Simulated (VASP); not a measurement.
# Sr (I4/mmm) in VASP: single point with PBE

Aim: the single point of Sr with PBE.

Program: VASP 6.6.1. These are calculated values, not measurements. Logs are shortened: lines on timing, memory, paths and dates and some standing lists are left out, and cuts for length are marked.

## 1. The cell of the first run

It takes space group I4/mmm (No. 139, tetragonal). The conventional cell has a = 4.254 Å, b = 4.254 Å, c = 6.040 Å, α = 90.00°, β = 90.00°, γ = 90.00°. Within 5.6 Å of Sr (site symmetry 4/mmm) lie 12 Sr at 4.25 to 4.26 Å.

## 2. Single point, PBE

Input file POSCAR:

```
Sr
1.0
   -2.1271164474      2.1271164474      3.0201788900
    2.1271164474     -2.1271164474      3.0201788900
    2.1271164474      2.1271164474     -3.0201788900
Sr
1
Direct
    0.5000000000      0.5000000000      0.0000000000
```

Input file INCAR.step1:

```
SYSTEM = Sr
PREC = Accurate
ENCUT = 520
EDIFF = 1E-7
ISMEAR = 0
SIGMA = 0.1
LREAL = .False.
LASPH = .True.
NELM = 60
ALGO = Fast
ISIF = 2
LWAVE = .False.
LCHARG = .True.
GGA = PE
NBANDS = 11
```

Input file KPOINTS.step1:

```
regular mesh
0
Gamma
  18 18 18
  0 0 0
```

Input file INCAR.step2:

```
SYSTEM = Sr
PREC = Accurate
ENCUT = 520
EDIFF = 1E-7
ISMEAR = -5
SIGMA = 0.1
LREAL = .False.
LASPH = .True.
NELM = 60
ALGO = Fast
ISIF = 2
LWAVE = .False.
LCHARG = .False.
GGA = PE
LORBIT = 11
NEDOS = 2001
ICHARG = 11
```

Input file KPOINTS.step2:

```
regular mesh
0
Gamma
  27 27 27
  0 0 0
```

Potentials or basis: VASP PAW PBE potentials, release 64 (Sr_sv).

Command:

```bash
$ cat potpaw_PBE.64/Sr_sv/POTCAR > POTCAR
$ cp INCAR.step1 INCAR
$ cp KPOINTS.step1 KPOINTS
$ mpirun -np 1 vasp_std > vasp.out
$ cp INCAR.step2 INCAR
$ cp KPOINTS.step2 KPOINTS
$ mpirun -np 1 vasp_std > vasp.out
```

OUTCAR:

```text
SYSTEM = Sr
   PREC = Accurate
   ENCUT = 520
   EDIFF = 1E-7
   ISMEAR = -5
   LREAL = .False.
   LASPH = .True.
   NELM = 60
   ISIF = 2
   GGA = PE
   LORBIT = 11
   ICHARG = 11

 ion  position               nearest neighbor table
   1  0.500  0.500  0.000-

  LATTYP: Found a body centered tetragonal cell.
 ALAT       =     4.2542328948
 C/A-ratio  =     1.4198465221

  Lattice vectors:

 A1 = (  -2.1271164474,   2.1271164474,   3.0201788900)
 A2 = (   2.1271164474,  -2.1271164474,   3.0201788900)
 A3 = (   2.1271164474,   2.1271164474,  -3.0201788900)

Analysis of symmetry for initial positions (statically):
=====================================================================
 Subroutine PRICEL returns:
 Original cell was already a primitive cell.

 Routine SETGRP: Setting up the symmetry group for a
 body centered tetragonal supercell.

 Subroutine GETGRP returns: Found 16 space group operations
 (whereof 16 operations were pure point group operations)
 out of a pool of 16 trial point group operations.

The static configuration has the point symmetry D_4h.

Analysis of symmetry for dynamics (positions and initial velocities):
=====================================================================
 Subroutine PRICEL returns:
 Original cell was already a primitive cell.

 Routine SETGRP: Setting up the symmetry group for a
 body centered tetragonal supercell.

 Subroutine GETGRP returns: Found 16 space group operations
 (whereof 16 operations were pure point group operations)
 out of a pool of 16 trial point group operations.

The dynamic configuration has the point symmetry D_4h.

 Subroutine INISYM returns: Found 16 space group operations
 (whereof 16 operations are pure point group operations),
 and found     1 'primitive' translations

----------------------------------------------------------------------------------------

                                     Primitive cell

  volume of cell :      54.6607

  direct lattice vectors                    reciprocal lattice vectors
    -2.127116447  2.127116447  3.020178890     0.000000000  0.235060004  0.165553107
     2.127116447 -2.127116447  3.020178890     0.235060004  0.000000000  0.165553107
     2.127116447  2.127116447 -3.020178890     0.235060004  0.235060004  0.000000000

  length of vectors
     4.262713841  4.262713841  4.262713841     0.287508325  0.287508325  0.332425045

  position of ions in fractional coordinates (direct lattice)
     0.500000000  0.500000000  0.000000000

  ion indices of the primitive-cell ions
   primitive index   ion index
                 1           1

----------------------------------------------------------------------------------------

 KPOINTS: regular mesh

Automatic generation of k-mesh.
 Grid dimensions read from file:
 generate k-points for:   27   27   27

 Generating k-lattice:

  Cartesian coordinates                     Fractional coordinates (reciprocal lattice)
     0.000000000  0.008705926  0.006131597     0.037037037  0.000000000  0.000000000
     0.008705926  0.000000000  0.006131597     0.000000000  0.037037037  0.000000000
     0.008705926  0.008705926  0.000000000     0.000000000  0.000000000  0.037037037

  Length of vectors
     0.010648456  0.010648456  0.012312039

  Shift w.r.t. Gamma in fractional coordinates (k-lattice)
     0.000000000  0.000000000  0.000000000

 TETIRR: Found  24933 inequivalent tetrahedra from   118098

 Subroutine IBZKPT returns following result:
 ===========================================

 Found   1470 irreducible k-points:

 Following reciprocal coordinates:
            Coordinates               Weight
  0.000000  0.000000  0.000000      1.000000
  0.037037  0.000000 -0.000000      8.000000
  0.074074  0.000000 -0.000000      8.000000
  0.111111  0.000000 -0.000000      8.000000
  0.148148  0.000000 -0.000000      8.000000
  0.185185  0.000000  0.000000      8.000000
[... 16 lines left out ...]
  0.333333  0.037037 -0.000000     16.000000
  0.370370  0.037037 -0.000000     16.000000
 [... further k-points ...]
   k-points           NKPTS =   1470   k-points in BZ     NKDIM =   1470   number of bands    NBANDS=      9
   number of dos      NEDOS =   2001   number of ions     NIONS =      1
   total plane-waves  NPLWV =  32768
   dimension x,y,z NGX =    32 NGY =   32 NGZ =   32
   dimension x,y,z NGXF=    64 NGYF=   64 NGZF=   64
   ions per type =               1
   NGX,Y,Z   is equivalent  to a cutoff of  12.48, 12.48, 12.48 a.u.
   NGXF,Y,Z  is equivalent  to a cutoff of  24.96, 24.96, 24.96 a.u.
 SYSTEM =  Sr
   PREC   = accura    normal or accurate (medium, high low for compatibility)
   ISTART =      0    job   : 0-new  1-cont  2-samecut
   ICHARG =     11    charge: 1-file 2-atom 10-const
   ISPIN  =      1    spin polarized calculation?
   LNONCOLLINEAR =      F non collinear calculations
   LSORBIT =      F    spin-orbit coupling
   LASPH  =      T    aspherical Exc in radial PAW
   ENCUT  =  520.0 eV  38.22 Ry    6.18 a.u.   7.93  7.93  7.93*2*pi/ulx,y,z
   NELM   =     60;   NELMIN=  2; NELMDL=  0     # of ELM steps
   EDIFF  = 0.1E-06   stopping-criterion for ELM
   LREAL  =      F    real-space projection
   EDIFFG = 0.1E-05   stopping-criterion for IOM
   NSW    =      0    number of steps for IOM
   IBRION =     -1    ionic relax: 0-MD 1-quasi-New 2-CG
   NFREE  =      0    steps in history (QN), initial steepest desc. (CG)
   ISIF   =      2    stress and relaxation
   ISYM   =      2    0-nonsym 1-usesym 2-fastsym
   POTIM  = 0.5000    time-step for ionic-motion
   TEBEG  =    0.0;   TEEND  =   0.0 temperature during run
   PSTRESS=    0.0 pullay stress
   NELECT =      10.0000    total number of electrons
   NUPDOWN=      -1.0000    fix difference up-down
   EMIN   =  10.00;   EMAX   =-10.00  energy-range for DOS
   EFERMI =   0.00;   METHOD = LEGACY
   ISMEAR =    -5;   SIGMA  =   0.10  broadening in eV -4-tet -1-fermi 0-gaus
   EFERMI_NEDOS =   21; number of points for ismear=-14 and -15
   IALGO  =     68    algorithm
   IMIX   =      4    mixing-type and parameters
     AMIX     =   0.40;   BMIX     =  1.00
     AMIX_MAG =   1.60;   BMIX_MAG =  1.00
  volume/ion in A,a.u.               =      54.66       368.87
  Fermi-wavevector in a.u.,A,eV,Ry     =   0.929358  1.756232 11.751441  0.863707
  Thomas-Fermi vector in A             =   2.055632
   LORBIT       =     11    0 simple, 1 ext, 2 COOP (PROOUT), +10 PAW based schemes
   GGA     = PE    functional components
   LHFCALC =     F    Hartree Fock is set to
   AEXX    =    0.0000 exact exchange contribution
   IVDW    =     0    specifies the selected vdW correction
   LEPSILON=     F    determine dielectric tensor
   LRPA    =     F    only Hartree local field effects (RPA)
 non-spin polarized calculation
 RMM-DIIS sequential band-by-band and
 Fermi weights with tetrahedron method with Bloechl corrections
  energy-cutoff  :      520.00
  volume of cell :       54.66
 maximum number of plane-waves:      1486

 number of electron      10.0000000 magnetization

 Free energy of the ion-electron system (eV)
  ---------------------------------------------------
  ext. energy  EPLUGINS =         0.00000000
  ---------------------------------------------------
  free energy    TOTEN  =        -1.63701072 eV

  energy without entropy =       -1.63701072  energy(sigma->0) =       -1.63701072

 E-fermi :   1.6374     XC(G=0):  -7.3684

 val. band max:        1.6446948081   @ k =  -0.4074   0.4815   0.2222
 cond. band min:       1.6222207574   @ k =   0.4074   0.2963  -0.0000
 fundamental gap:     -0.0224740508
 Fermi energy:         1.6374367913

 k-point     1 :       0.0000    0.0000    0.0000
  band No.  band energies     occupation
      1     -35.0034      2.00000
      2     -16.8905      2.00000
      3     -16.8900      2.00000
      4     -16.8900      2.00000
      5      -2.0498      2.00000
      6       3.9408      0.00000
      7       3.9615      0.00000
      8       3.9615      0.00000
      9       5.4308      0.00000

 k-point     2 :       0.0370    0.0000   -0.0000
  band No.  band energies     occupation
      1     -35.0032      2.00000
      2     -16.8930      2.00000
      3     -16.8907      2.00000
      4     -16.8904      2.00000
      5      -2.0275      2.00000
      6       3.9158      0.00000
      7       3.9609      0.00000
      8       3.9728      0.00000
      9       5.4262      0.00000

 k-point     3 :       0.0741    0.0000   -0.0000
  band No.  band energies     occupation
      1     -35.0026      2.00000
      2     -16.9011      2.00000
      3     -16.8918      2.00000
      4     -16.8915      2.00000
      5      -1.9608      2.00000
      6       3.8133      0.00000
      7       3.9908      0.00000
      8       4.0046      0.00000
      9       5.3778      0.00000

 k-point     4 :       0.1111    0.0000   -0.0000
  band No.  band energies     occupation
      1     -35.0017      2.00000
      2     -16.9142      2.00000
      3     -16.8936      2.00000
      4     -16.8932      2.00000
      5      -1.8511      2.00000
      6       3.6570      0.00000
      7       4.0360      0.00000
      8       4.0508      0.00000
      9       5.3301      0.00000

 k-point     5 :       0.1481    0.0000   -0.0000
  band No.  band energies     occupation
      1     -35.0005      2.00000
      2     -16.9314      2.00000
      3     -16.8960      2.00000
      4     -16.8955      2.00000
      5      -1.7004      2.00000
      6       3.4656      0.00000
      7       4.0835      0.00000
      8       4.0999      0.00000
      9       5.2765      0.00000

 k-point     6 :       0.1852    0.0000    0.0000
  band No.  band energies     occupation
      1     -34.9991      2.00000
      2     -16.9518      2.00000
      3     -16.8988      2.00000
      4     -16.8982      2.00000
      5      -1.5119      2.00000
      6       3.2545      0.00000
      7       4.1161      0.00000
      8       4.1348      0.00000
      9       5.2612      0.00000
[... 169 lines left out ...]
 k-point    21 :       0.2593    0.0370    0.0000
  band No.  band energies     occupation
      1     -34.9952      2.00000
      2     -17.0050      2.00000
      3     -16.9093      2.00000
      4     -16.9044      2.00000
      5      -0.9316      2.00000
      6       2.7379      0.00000
      7       4.0360      0.00000
      8       4.1043      0.00000
      9       5.3359      0.00000

 k-point    22 :       0.2963    0.0370   -0.0000
  band No.  band energies     occupation
      1     -34.9936      2.00000
      2     -17.0270      2.00000
      3     -16.9123      2.00000
      4     -16.9076      2.00000
      5      -0.6530      2.00000
      6       2.5230      0.00000
      7       3.9748      0.00000
      8       4.0363      0.00000
      9       5.4980      0.00000

 k-point    23 :       0.3333    0.0370   -0.0000
  band No.  band energies     occupation
      1     -34.9921      2.00000
      2     -17.0470      2.00000
      3     -16.9149      2.00000
      4     -16.9106      2.00000
      5      -0.3640      2.00000
      6       2.3121      0.00000
      7       3.9101      0.00000
      8       3.9650      0.00000
      9       5.9719      0.00000

 k-point    24 :       0.3704    0.0370   -0.0000
  band No.  band energies     occupation
      1     -34.9909      2.00000
      2     -17.0639      2.00000
      3     -16.9170      2.00000
      4     -16.9134      2.00000
      5      -0.0774      2.00000
      6       2.1074      0.00000
      7       3.8515      0.00000
      8       3.9015      0.00000
      9       5.9692      0.00000

 [... further k-points ...]

------------------------ aborting loop because EDIFF is reached ----------------------------------------

  FORCE on cell =-STRESS in cart. coord.  units (eV):
  Direction    XX          YY          ZZ          XY          YZ          ZX
  --------------------------------------------------------------------------------------
  -------------------------------------------------------------------------------------
  Total       -0.0079955     -0.0079955     -0.0125779      0.0000000      0.0000000      0.0000000
  in kB       -0.2343587     -0.2343587     -0.3686758      0.0000000      0.0000000      0.0000000
  external PRESSURE =      -0.2791311 kB  Pullay stress =       0.0000000 kB

 VOLUME and BASIS-vectors are now :
 -----------------------------------------------------------------------------
  energy-cutoff  :      520.00
  volume of cell :       54.66
      direct lattice vectors                 reciprocal lattice vectors
    -2.127116447  2.127116447  3.020178890     0.000000000  0.235060004  0.165553107
     2.127116447 -2.127116447  3.020178890     0.235060004  0.000000000  0.165553107
     2.127116447  2.127116447 -3.020178890     0.235060004  0.235060004  0.000000000

 POSITION                                       TOTAL-FORCE (eV/Angst)
 -----------------------------------------------------------------------------------
      0.00000      0.00000      3.02018        -0.000000      0.000000      0.000000
 -----------------------------------------------------------------------------------
    total drift:                               -0.000000      0.000000     -0.000000

  FREE ENERGIE OF THE ION-ELECTRON SYSTEM (eV)
  ---------------------------------------------------
  free  energy   TOTEN  =        -1.6370107199 eV

  energy  without entropy=       -1.6370107199  energy(sigma->0) =       -1.63701072

 total charge

# of ion       s       p       d       tot
------------------------------------------
    1        2.064   5.712   0.136   7.912
```

It took 23 min on 1 thread of Oxide Virtual Turin-like, shared host; peak memory 0.82 GiB.

Results:

```yaml
Valence_electrons_inside_the_program's_atomic_spheres: Sr 7.91
```

Caveat: tetrahedron occupations give inexact forces and stress in metals.
